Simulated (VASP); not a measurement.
Wanted: the native input for a VASP 6.6.1 run.

```
Task                   : relaxation of cell and atoms
Functional             : revPBE
Potentials or basis    : VASP PAW PBE potentials, release 64 (Co, Ti_sv)
Cutoff                 : 600 eV
k mesh                 : 9 × 9 × 9
Occupations            : fermi-dirac, width 0.05 eV
Spin                   : collinear spin, ferromagnetic start
Starting moments       : [2.0, 1.0] μB
Dipole correction      : no
Further INCAR settings : ALGO = Normal; EDIFF = 1e-07; IBRION = 2; EDIFFG = -0.005; NSW = 80; ISIF = 3
```

The structure of TiCo lies in POSCAR:

```
TiCo
1.0
    2.9861109900      0.0000000000      0.0000000000
    0.0000000000      2.9861109900      0.0000000000
    0.0000000000      0.0000000000      2.9861109900
Co Ti
1 1
Direct
    0.5000000000      0.5000000000      0.5000000000
    0.0000000000      0.0000000000      0.0000000000
```

These files were run (other wordings do the same):

INCAR

```
SYSTEM = TiCo
  ALGO = Normal
  EDIFF = 1E-7
  EDIFFG = -0.005
  ENCUT = 600
  GGA = RE
  IBRION = 2
  ISIF = 3
  ISMEAR = -1
  ISPIN = 2
  LASPH = .TRUE.
  LCHARG = .FALSE.
  LMAXMIX = 4
  LORBIT = 11
  LREAL = .FALSE.
  LWAVE = .FALSE.
  MAGMOM = 2 1
  NELM = 150
  NSW = 80
  PREC = Accurate
  SIGMA = 0.05
```

KPOINTS

```
k-points
0
G
  9 9 9
  0 0 0
```

Potentials or basis: VASP PAW PBE potentials, release 64 (Co, Ti_sv).

Launch:

```sh
$ cat potpaw_PBE.64/Co/POTCAR potpaw_PBE.64/Ti_sv/POTCAR > POTCAR
$ mpirun -np 1 vasp_std > vasp.out
```

Results of the run:

```
Relaxed volume                                        : 13.50 Å³/atom
Relaxed cell                                          : a = 3.000 Å, b = 3.000 Å, c = 3.000 Å, α = 90.00°, β = 90.00°, γ = 90.00°
Space group after relaxing (to 0.05 Å)                : Pm-3m (No. 221)
Energy gained by relaxing                             : 1.3 meV/atom
Ionic steps                                           : 3
Pressure after relaxing                               : 0.0 GPa
Net moment                                            : 0.84 μB per cell
Site moments                                          : Co +0.95; Ti -0.05 μB
Valence electrons inside the program's atomic spheres : Co 8.26; Ti 10.26
```

Caveat: the PAW data sets were made with another functional, which shifts forces and pressure a little.

Run time: 54 s on 1 thread of AMD EPYC 9R45 96-Core Processor (Zen 5), on a shared host, peak memory 0.14 GiB.
